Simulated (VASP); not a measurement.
# SrO (P6_3mc) in VASP: notebook, part 2 of 2

VASP 6.6.1. The steps go on from the part before.

### 3 Single point, PBEsol

This run uses another cell than the first one, of 20.20 Å³/atom, 1.010 times its volume.

INCAR

```
PREC = Accurate ; ENCUT = 520
EDIFF = 1E-7 ; ISMEAR = 0
SIGMA = 0.02 ; LREAL = False
LASPH = True ; NELM = 80
ALGO = Normal ; ISIF = 2
LWAVE = False ; LCHARG = False
GGA = PS ; NBANDS = 24
```

KPOINTS

```
regular mesh
0
Gamma
  6 6 4
```

POSCAR

```
SrO
1.0
    4.2540886700      0.0000000000      0.0000000000
   -2.1270443350      3.6841486900      0.0000000000
    0.0000000000      0.0000000000      5.1555950000
Sr O
2 2
Direct
    0.3333333333      0.6666666667      0.9381280000
    0.6666666667      0.3333333333      0.4381280000
    0.3333333333      0.6666666667      0.4368720000
    0.6666666667      0.3333333333      0.9368720000
```

Potentials or basis: VASP PAW PBE potentials, release 64 (Sr_sv, O).

On the command line:

```sh
cat potpaw_PBE.64/Sr_sv/POTCAR potpaw_PBE.64/O/POTCAR > POTCAR
mpirun -np 1 vasp_std > vasp.out
```

OUTCAR:

```text
PREC = Accurate
   ENCUT = 520
   EDIFF = 1E-7
   ISMEAR = 0
   LREAL = False
   LASPH = True
   NELM = 80
   ISIF = 2
   GGA = PS

 ion  position               nearest neighbor table
   1  0.333  0.667  0.938-   4 2.46   4 2.46   4 2.46   3 2.57   3 2.58   2 3.56   2 3.56   2 3.56
                             2 3.56   2 3.56   2 3.56
   2  0.667  0.333  0.438-   3 2.46   3 2.46   3 2.46   4 2.57   4 2.58   1 3.56   1 3.56   1 3.56
                             1 3.56   1 3.56   1 3.56
   3  0.333  0.667  0.437-   2 2.46   2 2.46   2 2.46   1 2.57   1 2.58
   4  0.667  0.333  0.937-   1 2.46   1 2.46   1 2.46   2 2.57   2 2.58

  LATTYP: Found a hexagonal cell.
 ALAT       =     4.2540886700
 C/A-ratio  =     1.2119152655

  Lattice vectors:

 A1 = (   4.2540886700,   0.0000000000,   0.0000000000)
 A2 = (  -2.1270443350,   3.6841486900,   0.0000000000)
 A3 = (   0.0000000000,   0.0000000000,   5.1555950000)

Analysis of symmetry for initial positions (statically):
=====================================================================
 Subroutine PRICEL returns:
 Original cell was already a primitive cell.

 Routine SETGRP: Setting up the symmetry group for a
 hexagonal supercell.

 Subroutine GETGRP returns: Found 12 space group operations
 (whereof  6 operations were pure point group operations)
 out of a pool of 24 trial point group operations.

The static configuration has the point symmetry C_3v.
 The point group associated with its full space group is C_6v.

Analysis of symmetry for dynamics (positions and initial velocities):
=====================================================================
 Subroutine PRICEL returns:
 Original cell was already a primitive cell.

 Routine SETGRP: Setting up the symmetry group for a
 hexagonal supercell.

 Subroutine GETGRP returns: Found 12 space group operations
 (whereof  6 operations were pure point group operations)
 out of a pool of 24 trial point group operations.

The dynamic configuration has the point symmetry C_3v.
 The point group associated with its full space group is C_6v.

 Subroutine INISYM returns: Found 12 space group operations
 (whereof  6 operations are pure point group operations),
 and found     1 'primitive' translations

----------------------------------------------------------------------------------------

                                     Primitive cell

  volume of cell :      80.8021

  direct lattice vectors                    reciprocal lattice vectors
     4.254088670  0.000000000  0.000000000     0.235067973  0.135716564  0.000000000
    -2.127044335  3.684148690  0.000000000     0.000000000  0.271433127  0.000000000
     0.000000000  0.000000000  5.155595000     0.000000000  0.000000000  0.193964033

  length of vectors
     4.254088670  4.254088524  5.155595000     0.271433118  0.271433127  0.193964033

  position of ions in fractional coordinates (direct lattice)
     0.333333333  0.666666667  0.938128000
     0.666666667  0.333333333  0.438128000
     0.333333333  0.666666667  0.436872000
     0.666666667  0.333333333  0.936872000

  ion indices of the primitive-cell ions
   primitive index   ion index
                 1           1
                 2           2
[... 23 lines left out ...]

 Subroutine IBZKPT returns following result:
 ===========================================

 Found     21 irreducible k-points:

 Following reciprocal coordinates:
            Coordinates               Weight
  0.000000  0.000000  0.000000      1.000000
  0.166667  0.000000  0.000000      6.000000
  0.333333  0.000000  0.000000      6.000000
  0.500000 -0.000000  0.000000      3.000000
  0.166667  0.166667  0.000000      6.000000
  0.333333  0.166667  0.000000     12.000000
[... 13 lines left out ...]
  0.333333  0.166667  0.500000     12.000000
  0.333333  0.333333  0.500000      2.000000
   k-points           NKPTS =     21   k-points in BZ     NKDIM =     21   number of bands    NBANDS=     24
   number of dos      NEDOS =    301   number of ions     NIONS =      4
   total plane-waves  NPLWV =  40960
   dimension x,y,z NGX =    32 NGY =   32 NGZ =   40
   dimension x,y,z NGXF=    64 NGYF=   64 NGZF=   80
   ions per type =               2   2
   NGX,Y,Z   is equivalent  to a cutoff of  12.51, 12.51, 12.90 a.u.
   NGXF,Y,Z  is equivalent  to a cutoff of  25.01, 25.01, 25.80 a.u.
 SYSTEM =  unknown system
   PREC   = accura    normal or accurate (medium, high low for compatibility)
   ISTART =      0    job   : 0-new  1-cont  2-samecut
   ICHARG =      2    charge: 1-file 2-atom 10-const
   ISPIN  =      1    spin polarized calculation?
   LNONCOLLINEAR =      F non collinear calculations
   LSORBIT =      F    spin-orbit coupling
   LASPH  =      T    aspherical Exc in radial PAW
   ENCUT  =  520.0 eV  38.22 Ry    6.18 a.u.   7.91  7.91  9.59*2*pi/ulx,y,z
   NELM   =     80;   NELMIN=  2; NELMDL= -5     # of ELM steps
   EDIFF  = 0.1E-06   stopping-criterion for ELM
   LREAL  =      F    real-space projection
   EDIFFG = 0.1E-05   stopping-criterion for IOM
   NSW    =      0    number of steps for IOM
   IBRION =     -1    ionic relax: 0-MD 1-quasi-New 2-CG
   NFREE  =      0    steps in history (QN), initial steepest desc. (CG)
   ISIF   =      2    stress and relaxation
   ISYM   =      2    0-nonsym 1-usesym 2-fastsym
   POTIM  = 0.5000    time-step for ionic-motion
   TEBEG  =    0.0;   TEEND  =   0.0 temperature during run
   PSTRESS=    0.0 pullay stress
   NELECT =      32.0000    total number of electrons
   NUPDOWN=      -1.0000    fix difference up-down
   EMIN   =  10.00;   EMAX   =-10.00  energy-range for DOS
   EFERMI =   0.00;   METHOD = LEGACY
   ISMEAR =     0;   SIGMA  =   0.02  broadening in eV -4-tet -1-fermi 0-gaus
   EFERMI_NEDOS =   21; number of points for ismear=-14 and -15
   IALGO  =     38    algorithm
   IMIX   =      4    mixing-type and parameters
     AMIX     =   0.40;   BMIX     =  1.00
     AMIX_MAG =   1.60;   BMIX_MAG =  1.00
  volume/ion in A,a.u.               =      20.20       136.32
  Fermi-wavevector in a.u.,A,eV,Ry     =   1.202220  2.271867 19.664953  1.445333
  Thomas-Fermi vector in A             =   2.338007
   LORBIT       =      0    0 simple, 1 ext, 2 COOP (PROOUT), +10 PAW based schemes
   GGA     = PS    functional components
   LHFCALC =     F    Hartree Fock is set to
   AEXX    =    0.0000 exact exchange contribution
   IVDW    =     0    specifies the selected vdW correction
   LEPSILON=     F    determine dielectric tensor
   LRPA    =     F    only Hartree local field effects (RPA)
 non-spin polarized calculation
 Gauss-broadening in eV      SIGMA  =   0.02
  energy-cutoff  :      520.00
  volume of cell :       80.80
 maximum number of plane-waves:      2190
 NGX is ok and might be reduce to    32
   NGX = 15   NGY = 15   NGZ = 19

 number of electron      32.0000009 magnetization

 Free energy of the ion-electron system (eV)
  ---------------------------------------------------
  ext. energy  EPLUGINS =         0.00000000
  ---------------------------------------------------
  free energy    TOTEN  =       -24.97979895 eV

  energy without entropy =      -24.97979895  energy(sigma->0) =      -24.97979895

 E-fermi :   0.8060     XC(G=0):  -9.2203

 val. band max:        0.6231871103   @ k =   0.0000   0.0000   0.0000
 cond. band min:       3.1726478924   @ k =   0.0000   0.0000   0.0000
 fundamental gap:      2.5494607822
 Fermi energy:         0.8060140126

 k-point     1 :       0.0000    0.0000    0.0000
  band No.  band energies     occupation
      1     -31.6104      2.00000
      2     -31.4359      2.00000
      3     -14.3178      2.00000
      4     -14.3123      2.00000
      5     -14.1979      2.00000
      6     -13.7770      2.00000
[... 556 lines left out ...]
     23       9.9560      0.00000
     24       9.9560      0.00000

------------------------ aborting loop because EDIFF is reached ----------------------------------------

  FORCE on cell =-STRESS in cart. coord.  units (eV):
  Direction    XX          YY          ZZ          XY          YZ          ZX
  --------------------------------------------------------------------------------------
  -------------------------------------------------------------------------------------
  Total       -0.3014039     -0.3014039     -0.6093349      0.0000000      0.0000000     -0.0000000
  in kB       -5.9763638     -5.9763632    -12.0821484      0.0000000      0.0000000     -0.0000000
  external PRESSURE =      -8.0116251 kB  Pullay stress =       0.0000000 kB

 VOLUME and BASIS-vectors are now :
 -----------------------------------------------------------------------------
  energy-cutoff  :      520.00
  volume of cell :       80.80
      direct lattice vectors                 reciprocal lattice vectors
     4.254088670  0.000000000  0.000000000     0.235067973  0.135716564  0.000000000
    -2.127044335  3.684148690  0.000000000     0.000000000  0.271433127  0.000000000
     0.000000000  0.000000000  5.155595000     0.000000000  0.000000000  0.193964033

 POSITION                                       TOTAL-FORCE (eV/Angst)
 -----------------------------------------------------------------------------------
     -0.00000      2.45610      4.83661        -0.000000     -0.000000     -0.012247
      2.12704      1.22805      2.25881         0.000000      0.000000     -0.012247
     -0.00000      2.45610      2.25234         0.000000     -0.000000      0.012247
      2.12704      1.22805      4.83013        -0.000000      0.000000      0.012247
 -----------------------------------------------------------------------------------
    total drift:                               -0.000000      0.000000      0.000352

  FREE ENERGIE OF THE ION-ELECTRON SYSTEM (eV)
  ---------------------------------------------------
  free  energy   TOTEN  =       -24.9797989524 eV

  energy  without entropy=      -24.9797989524  energy(sigma->0) =      -24.97979895
```

stdout:

```text
POSCAR found type information on POSCAR SrO
 POSCAR found :  2 types and       4 ions
 scaLAPACK will be used
 -----------------------------------------------------------------------------
|                                                                             |
|                                                                             |
|     You enforced a specific xc type in the INCAR file but a different       |
|     I HOPE YOU KNOW WHAT YOU ARE DOING!                                     |
|                                                                             |
 -----------------------------------------------------------------------------

 LDA part: xc-table for (Slater+PW92), standard interpolation
 POSCAR, INCAR and KPOINTS ok, starting setup
 FFT: planning ... GRIDC
 FFT: planning ... GRID_SOFT
 FFT: planning ... GRID
 WAVECAR not read
 entering main loop
```

Wall time 26 s (1 thread of AMD EPYC 9R14 (Zen 4), shared host); peak memory 0.17 GiB.

What came out:

```
Free energy            : -24.9798 eV
Pressure               : -0.8 GPa
Largest force          : 0.012 eV/Å
Band gap on the k mesh : 2.55 eV, direct
```

Forces in eV/Å, atoms in the order of the input:
```
Sr   0.000  0.000 -0.012
Sr   0.000  0.000 -0.012
O    0.000  0.000  0.012
O    0.000  0.000  0.012
```

Stress tensor (GPa, compression positive):
```
-0.60  0.00  0.00
 0.00 -0.60  0.00
 0.00  0.00 -1.21
```

Levels at points of the mesh, in eV from the valence-band top:
| k point | band 13 | band 14 | band 15 | band 16 | band 17 | band 18 | band 19 | band 20 |
| --- | --- | --- | --- | --- | --- | --- | --- | --- |
| (0.00, 0.00, 0.00) | -0.90 | -0.90 | -0.33 | 0.00 | 2.55 | 6.10 | 6.10 | 7.12 |
| (0.50, 0.00, 0.00) | -0.36 | -0.35 | -0.35 | -0.26 | 4.24 | 4.76 | 5.01 | 7.11 |
| (0.00, 0.00, 0.50) | -1.10 | -1.10 | -1.10 | -1.10 | 4.27 | 4.27 | 7.87 | 7.87 |
| (0.50, 0.00, 0.50) | -0.91 | -0.91 | -0.42 | -0.42 | 4.87 | 4.87 | 7.37 | 7.37 |

Caveat: the PAW data sets were made with another functional, which shifts forces and pressure a little.
